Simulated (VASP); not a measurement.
Wanted: the native input for a VASP 6.6.1 run.

| Quantity | Value |
| --- | --- |
| Task | single point |
| Functional | PBEsol |
| Potentials or basis | VASP PAW PBE potentials, release 64 (Ti_sv, Si) |
| Cutoff | 520 eV |
| k mesh | 10 × 10 × 10 |
| Occupations | gaussian, width 0.1 eV |
| Spin | no spin polarisation |
| Dipole correction | no |
| Further INCAR settings | ALGO = Normal; EDIFF = 1e-06; NBANDS = 29 |

The structure of TiSi2 lies in POSCAR:

```
TiSi2
1.0
    0.0000000000      4.0909640082      4.2477529431
    2.3809343164      0.0000000000      4.2477529431
    2.3809343164      4.0909640082      0.0000000000
Ti Si
2 4
Direct
    0.5000000000      0.5000000000      0.5000000000
    0.7500000000      0.7500000000      0.7500000000
    0.8361621032      0.1638378968      0.8361621032
    0.1638378968      0.8361621032      0.1638378968
    0.0861621032      0.4138378968      0.0861621032
    0.4138378968      0.0861621032      0.4138378968
```

One way to write it, as run:

INCAR

```
SYSTEM = TiSi2
ALGO = Normal
EDIFF = 1E-6
ENCUT = 520
GGA = PS
ISIF = 2
ISMEAR = 0
LASPH = .TRUE.
LCHARG = .FALSE.
LREAL = .FALSE.
LWAVE = .FALSE.
NBANDS = 29
NELM = 80
PREC = Accurate
SIGMA = 0.1
```

KPOINTS

```
k-points
0
G
  10 10 10
  0 0 0
```

Potentials or basis: VASP PAW PBE potentials, release 64 (Ti_sv, Si).

Command:

```console
$ cat potpaw_PBE.64/Ti_sv/POTCAR potpaw_PBE.64/Si/POTCAR > POTCAR
$ mpirun -np 1 vasp_std > vasp.out
```

It gave:

The pressure is 0.2 GPa and the band gap on the k mesh is zero (bands 20 and 21 overlap by 1.88 eV).

Caveat: the PAW data sets were made with another functional, which shifts forces and pressure a little.

Run time: 6.7 min on 1 thread of Intel(R) Xeon(R) Platinum 8488C (Sapphire Rapids), on a shared host, peak memory 0.47 GiB.
